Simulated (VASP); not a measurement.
# SrO (I4/mmm) in VASP: a series of runs

Runs on SrO. Level: r2SCAN. Tasks: single point.

Everything below comes from runs of VASP 6.6.1. Logs are shortened: lines on timing, memory, paths and dates and some standing lists are left out, and cuts for length are marked.

## (1) The cell of the first run

The structure is tetragonal, space group I4/mmm (No. 139). Conventional cell: a = 3.453 Å, b = 3.453 Å, c = 5.268 Å, α = 90.00°, β = 90.00°, γ = 90.00°. Sr (site symmetry 4/mmm) has 6 O at 2.44 to 2.63 Å within 3.2 Å. Within 3.2 Å of O (site symmetry 4/mmm) lie 6 Sr at 2.44 to 2.63 Å.

## (2) Single point, r2SCAN (strain -0.050 along x and y, +0.025 along z)

Contents of POSCAR:

```
SrO
1.0
    0.0000000000      2.4413100000      2.6340450000
    2.4413100000      0.0000000000      2.6340450000
    2.4413100000      2.4413100000      0.0000000000
Sr O
1 1
Direct
    0.0000000000      0.0000000000      0.0000000000
    0.5000000000      0.5000000000      0.5000000000
```

Contents of INCAR.step1:

```
SYSTEM = SrO
  PREC = Accurate
  ENCUT = 520
  ISMEAR = 0
  SIGMA = 0.05
  LREAL = .False.
  LASPH = .True.
  NELM = 80
  NBANDS = 15
  GGA = PE
  ALGO = Normal
  EDIFF = 1E-4
  LWAVE = .True.
  LCHARG = .False.
```

Contents of INCAR.step2:

```
SYSTEM = SrO
  PREC = Accurate
  ENCUT = 520
  EDIFF = 1E-6
  ISMEAR = 0
  SIGMA = 0.05
  LREAL = .False.
  LASPH = .True.
  NELM = 80
  ALGO = Normal
  ISIF = 2
  LWAVE = .False.
  LCHARG = .True.
  METAGGA = R2SCAN
  LMIXTAU = .True.
  LELF = .True.
  LVHAR = .True.
  NBANDS = 15
  ISTART = 1
```

Contents of KPOINTS:

```
regular mesh
0
Gamma
  8 8 8
  0 0 0
```

Potentials or basis: VASP PAW PBE potentials, release 64 (Sr_sv, O).

Command:

```console
$ cat potpaw_PBE.64/Sr_sv/POTCAR potpaw_PBE.64/O/POTCAR > POTCAR
$ cp INCAR.step1 INCAR
$ mpirun -np 1 vasp_std > vasp.out
$ cp INCAR.step2 INCAR
$ mpirun -np 1 vasp_std > vasp.out
```

OUTCAR:

```text
SYSTEM = SrO
   PREC = Accurate
   ENCUT = 520
   EDIFF = 1E-6
   ISMEAR = 0
   LREAL = .False.
   LASPH = .True.
   NELM = 80
   ISIF = 2
   METAGGA = R2SCAN
   ISTART = 1

 ion  position               nearest neighbor table
   1  0.000  0.000  0.000-   2 2.44   2 2.44   2 2.44   2 2.44   2 2.63   2 2.63
   2  0.500  0.500  0.500-   1 2.44   1 2.44   1 2.44   1 2.44   1 2.63   1 2.63

  LATTYP: Found a body centered tetragonal cell.
 ALAT       =     3.4525337120
 C/A-ratio  =     1.5258620015

  Lattice vectors:

 A1 = (  -2.4413100000,   0.0000000000,   2.6340450000)
 A2 = (   2.4413100000,   0.0000000000,   2.6340450000)
 A3 = (   0.0000000000,   2.4413100000,  -2.6340450000)

Analysis of symmetry for initial positions (statically):
=====================================================================
 Subroutine PRICEL returns:
 Original cell was already a primitive cell.

 Routine SETGRP: Setting up the symmetry group for a
 body centered tetragonal supercell.

 Subroutine GETGRP returns: Found 16 space group operations
 (whereof 16 operations were pure point group operations)
 out of a pool of 16 trial point group operations.

The static configuration has the point symmetry D_4h.

Analysis of symmetry for dynamics (positions and initial velocities):
=====================================================================
 Subroutine PRICEL returns:
 Original cell was already a primitive cell.

 Routine SETGRP: Setting up the symmetry group for a
 body centered tetragonal supercell.

 Subroutine GETGRP returns: Found 16 space group operations
 (whereof 16 operations were pure point group operations)
 out of a pool of 16 trial point group operations.

The dynamic configuration has the point symmetry D_4h.

 Subroutine INISYM returns: Found 16 space group operations
 (whereof 16 operations are pure point group operations),
 and found     1 'primitive' translations

----------------------------------------------------------------------------------------

                                     Primitive cell

  volume of cell :      31.3978

  direct lattice vectors                    reciprocal lattice vectors
     0.000000000  2.441310000  2.634045000    -0.204808074  0.204808074  0.189822118
     2.441310000  0.000000000  2.634045000     0.204808074 -0.204808074  0.189822118
     2.441310000  2.441310000  0.000000000     0.204808074  0.204808074 -0.189822118

  length of vectors
     3.591404680  3.591404680  3.452533712     0.346302081  0.346302081  0.346302081

  position of ions in fractional coordinates (direct lattice)
[... 85 lines left out ...]
   ISIF   =      2    stress and relaxation
   ISYM   =      2    0-nonsym 1-usesym 2-fastsym
   POTIM  = 0.5000    time-step for ionic-motion
   TEBEG  =    0.0;   TEEND  =   0.0 temperature during run
   PSTRESS=    0.0 pullay stress
   NELECT =      16.0000    total number of electrons
   NUPDOWN=      -1.0000    fix difference up-down
   EMIN   =  10.00;   EMAX   =-10.00  energy-range for DOS
   EFERMI =   0.00;   METHOD = LEGACY
   ISMEAR =     0;   SIGMA  =   0.05  broadening in eV -4-tet -1-fermi 0-gaus
   EFERMI_NEDOS =   21; number of points for ismear=-14 and -15
   IALGO  =     38    algorithm
   IMIX   =      4    mixing-type and parameters
     AMIX     =   0.40;   BMIX     =  1.00
     AMIX_MAG =   1.60;   BMIX_MAG =  1.00
  volume/ion in A,a.u.               =      15.70       105.94
  Fermi-wavevector in a.u.,A,eV,Ry     =   1.307621  2.471045 23.264222  1.709872
  Thomas-Fermi vector in A             =   2.438343
   LORBIT       =      0    0 simple, 1 ext, 2 COOP (PROOUT), +10 PAW based schemes
   METAGGA = R2SCAN    functional components
   LHFCALC =     F    Hartree Fock is set to
   AEXX    =    0.0000 exact exchange contribution
   IVDW    =     0    specifies the selected vdW correction
   LEPSILON=     F    determine dielectric tensor
   LRPA    =     F    only Hartree local field effects (RPA)
 non-spin polarized calculation
 Gauss-broadening in eV      SIGMA  =   0.05
  energy-cutoff  :      520.00
  volume of cell :       31.40
 maximum number of plane-waves:       870
   NGX = 13   NGY = 13   NGZ = 13

 number of electron      16.0000000 magnetization

 Free energy of the ion-electron system (eV)
  ---------------------------------------------------
  ext. energy  EPLUGINS =         0.00000000
  ---------------------------------------------------
  free energy    TOTEN  =       -26.87459796 eV

  energy without entropy =      -26.87459796  energy(sigma->0) =      -26.87459796

 E-fermi :   2.0897     XC(G=0): -10.9917

 val. band max:        1.8882559303   @ k =   0.5000   0.0000   0.5000
 cond. band min:       5.3498396795   @ k =   0.5000   0.0000   0.5000
 fundamental gap:      3.4615837492
 Fermi energy:         2.0897341715

 k-point     1 :       0.0000    0.0000    0.0000
  band No.  band energies     occupation
      1     -31.4489      2.00000
      2     -14.4029      2.00000
      3     -12.4263      2.00000
      4     -12.3600      2.00000
      5     -12.3600      2.00000
      6       1.5365      2.00000
      7       1.8483      2.00000
      8       1.8483      2.00000
      9       6.7969      0.00000
     10       8.2983      0.00000
     11       8.9318      0.00000
     12       8.9318      0.00000
     13      10.9344      0.00000
     14      11.7615      0.00000
[... 401 lines left out ...]
      2     -15.6442      2.00000
      3     -12.6190      2.00000
      4     -12.4872      2.00000
      5     -11.4836      2.00000
      6      -0.0064      2.00000
      7       0.7112      2.00000
      8       0.9692      2.00000
      9       8.0331      0.00000
     10       9.7612      0.00000
     11      11.3242      0.00000
     12      11.5948      0.00000
     13      13.5177      0.00000
     14      14.7614      0.00000
     15      19.3598      0.00000

 [... further k-points ...]
[... 5 lines left out ...]
  --------------------------------------------------------------------------------------
  -------------------------------------------------------------------------------------
  Total        3.4987625      3.4987625      0.4360993      0.0000000      0.0000000      0.0000000
  in kB      178.5360809    178.5360809     22.2534308      0.0000000      0.0000000      0.0000000
  external PRESSURE =     126.4418642 kB  Pullay stress =       0.0000000 kB

 VOLUME and BASIS-vectors are now :
 -----------------------------------------------------------------------------
  energy-cutoff  :      520.00
  volume of cell :       31.40
      direct lattice vectors                 reciprocal lattice vectors
     0.000000000  2.441310000  2.634045000    -0.204808074  0.204808074  0.189822118
     2.441310000  0.000000000  2.634045000     0.204808074 -0.204808074  0.189822118
     2.441310000  2.441310000  0.000000000     0.204808074  0.204808074 -0.189822118

 POSITION                                       TOTAL-FORCE (eV/Angst)
 -----------------------------------------------------------------------------------
      0.00000      0.00000      0.00000         0.000000     -0.000000     -0.000000
      2.44131      2.44131      2.63404        -0.000000      0.000000      0.000000
 -----------------------------------------------------------------------------------
    total drift:                                0.000000      0.000000      0.000000

  FREE ENERGIE OF THE ION-ELECTRON SYSTEM (eV)
  ---------------------------------------------------
  free  energy   TOTEN  =       -26.8745979577 eV

  energy  without entropy=      -26.8745979576  energy(sigma->0) =      -26.87459796
```

Run time: 4.7 min. Hardware: 1 thread of AMD EPYC 7R13, shared host; peak memory 0.15 GiB.

What came out:

```yaml
Free_energy: -26.8746 eV
Pressure: 12.6 GPa
Band_gap_on_the_k_mesh: 3.46 eV, direct
```

Caveat: the cell differs from its parent crystal (strain -0.050 along x and y, +0.025 along z); the PAW data sets were made with another functional, which shifts forces and pressure a little.

## (3) Single point, r2SCAN (strain -0.050 along x and y, +0.050 along z)

Contents of POSCAR:

```
SrO
1.0
    0.0000000000      2.4413100000      2.6982900000
    2.4413100000      0.0000000000      2.6982900000
    2.4413100000      2.4413100000      0.0000000000
Sr O
1 1
Direct
    0.0000000000      0.0000000000      0.0000000000
    0.5000000000      0.5000000000      0.5000000000
```

Contents of INCAR.step1:

```
SYSTEM = SrO
PREC     = Accurate       ! precision mode
ENCUT    = 520            ! plane-wave cutoff, eV
ISMEAR   = 0              ! smearing method
SIGMA    = 0.05           ! smearing width, eV
LREAL    = .False.        ! projectors in reciprocal space
LASPH    = .True.         ! aspherical terms in the spheres
NELM     = 80             ! most SCF steps
NBANDS   = 15             ! bands
GGA      = PE             ! functional
ALGO     = Normal         ! electronic algorithm
EDIFF    = 1E-4           ! SCF threshold, eV
LWAVE    = .True.         ! write WAVECAR
LCHARG   = .False.        ! write CHGCAR
```

Contents of INCAR.step2:

```
SYSTEM = SrO
PREC     = Accurate       ! precision mode
ENCUT    = 520            ! plane-wave cutoff, eV
EDIFF    = 1E-6           ! SCF threshold, eV
ISMEAR   = 0              ! smearing method
SIGMA    = 0.05           ! smearing width, eV
LREAL    = .False.        ! projectors in reciprocal space
LASPH    = .True.         ! aspherical terms in the spheres
NELM     = 80             ! most SCF steps
ALGO     = Normal         ! electronic algorithm
ISIF     = 2              ! what is computed and relaxed
LWAVE    = .False.        ! write WAVECAR
LCHARG   = .False.        ! write CHGCAR
METAGGA  = R2SCAN         ! meta-GGA
LMIXTAU  = .True.       
NBANDS   = 15             ! bands
ISTART   = 1
```

KPOINTS is that of step 2.

Potentials or basis: VASP PAW PBE potentials, release 64 (Sr_sv, O).

Command:

```console
$ cat potpaw_PBE.64/Sr_sv/POTCAR potpaw_PBE.64/O/POTCAR > POTCAR
$ cp INCAR.step1 INCAR
$ mpirun -np 1 vasp_std > vasp.out
$ cp INCAR.step2 INCAR
$ mpirun -np 1 vasp_std > vasp.out
```

Wall time 4.6 min (1 thread of AMD EPYC 7R13, shared host); peak memory 0.15 GiB.

It converged, with:

| Item | Value |
| --- | --- |
| Free energy | -26.8764 eV |
| Pressure | 10.4 GPa |
| Band gap on the k mesh | 3.46 eV, direct |

Stress tensor (GPa, compression positive):
```
16.31  0.00  0.00
 0.00 16.31  0.00
 0.00  0.00 -1.56
```

Levels at points of the mesh, in eV from the valence-band top:
| k point | band 4 | band 5 | band 6 | band 7 | band 8 | band 9 | band 10 | band 11 | band 12 | band 13 |
| --- | --- | --- | --- | --- | --- | --- | --- | --- | --- | --- |
| (0.00, 0.00, 0.00) | -14.35 | -14.35 | -0.40 | -0.03 | -0.03 | 4.58 | 6.25 | 7.07 | 7.07 | 8.94 |
| (0.50, 0.00, 0.00) | -14.33 | -13.15 | -2.40 | -1.47 | -1.46 | 7.15 | 9.28 | 9.69 | 9.78 | 12.37 |
| (0.50, 0.50, 0.00) | -14.66 | -14.66 | -0.88 | -0.07 | -0.07 | 3.81 | 8.89 | 11.15 | 11.27 | 11.93 |
| (0.50, 0.00, 0.50) | -14.98 | -14.80 | -0.50 | -0.23 | 0.00 | 3.46 | 8.63 | 11.21 | 11.33 | 11.45 |

Caveat: the cell differs from its parent crystal (strain -0.050 along x and y, +0.050 along z); the PAW data sets were made with another functional, which shifts forces and pressure a little.

## (4) Single point, r2SCAN (strain +0.000 along x and y, -0.050 along z)

Contents of POSCAR:

```
SrO
1.0
    0.0000000000      2.5698000000      2.4413100000
    2.5698000000      0.0000000000      2.4413100000
    2.5698000000      2.5698000000      0.0000000000
Sr O
1 1
Direct
    0.0000000000      0.0000000000      0.0000000000
    0.5000000000      0.5000000000      0.5000000000
```

INCAR.step1 is that of step 3.

Changes to INCAR.step2 since step 3:

```diff
@@ -3,3 +3,3 @@
 ENCUT    = 520            ! plane-wave cutoff, eV
-EDIFF    = 1E-6           ! SCF threshold, eV
+EDIFF    = 1E-7           ! SCF threshold, eV
 ISMEAR   = 0              ! smearing method
@@ -12,5 +12,7 @@
 LWAVE    = .False.        ! write WAVECAR
-LCHARG   = .False.        ! write CHGCAR
+LCHARG   = .True.         ! write CHGCAR
 METAGGA  = R2SCAN         ! meta-GGA
 LMIXTAU  = .True.       
+LELF     = .True.         ! ELF
+LVHAR    = .True.       
 NBANDS   = 15             ! bands
```

Contents of KPOINTS:

```
Automatic mesh
0
Gamma
  8 8 8
  0 0 0
```

Command:

```console
$ cat potpaw_PBE.64/Sr_sv/POTCAR potpaw_PBE.64/O/POTCAR > POTCAR
$ cp INCAR.step1 INCAR
$ mpirun -np 1 vasp_std > vasp.out
$ cp INCAR.step2 INCAR
$ mpirun -np 1 vasp_std > vasp.out
```

Wall time 5.1 min (1 thread of AMD EPYC 7R13, shared host); peak memory 0.15 GiB.

Results (log left out):

```yaml
Free_energy: -26.9669 eV
Pressure: 8.2 GPa
Band_gap_on_the_k_mesh: 3.40 eV, indirect (least direct gap 3.63 eV)
```

Stress tensor (GPa, compression positive):
```
 4.53  0.00  0.00
 0.00  4.53  0.00
 0.00  0.00 15.61
```

Levels at points of the mesh, in eV from the valence-band top:
```
           k point  band 5  band 6  band 7  band 8  band 9  band 10  band 11  band 12
(0.00, 0.00, 0.00)  -14.40   -0.24   -0.24    0.00    4.82     6.61     6.61     7.01
(0.50, 0.00, 0.00)  -13.29   -2.39   -1.43   -1.41    7.17     9.34     9.62     9.69
(0.50, 0.50, 0.00)  -14.91   -0.29   -0.29   -0.23    3.40     8.82    11.09    11.54
(0.50, 0.00, 0.50)  -14.76   -0.60   -0.31   -0.01    3.63     8.71    11.20    11.36
```

Caveat: the cell differs from its parent crystal (strain +0.000 along x and y, -0.050 along z); the PAW data sets were made with another functional, which shifts forces and pressure a little.

## (5) Summary

```csv
cell,gap on the mesh (eV),pressure (GPa)
"a = 3.591, b = 3.591, c = 3.453 Å, angles 61.3, 61.3, 57.5°, 2 atoms",3.46,12.6
"a = 3.639, b = 3.639, c = 3.453 Å, angles 61.7, 61.7, 56.6°, 2 atoms",3.46,10.4
"a = 3.545, b = 3.545, c = 3.634 Å, angles 59.2, 59.2, 61.7°, 2 atoms",3.40,8.2
```

Alike in all rows: task single point; level r2SCAN; potentials or basis VASP PAW PBE potentials, release 64 (Sr_sv, O); no spin polarisation; k mesh 8 × 8 × 8; cutoff (eV) 520; smearing gaussian 0.05 eV.

Caveats: the PAW data sets were made with another functional, which shifts forces and pressure a little.

Total energies depend on the potentials used, so only differences within one code and one set of settings carry meaning.
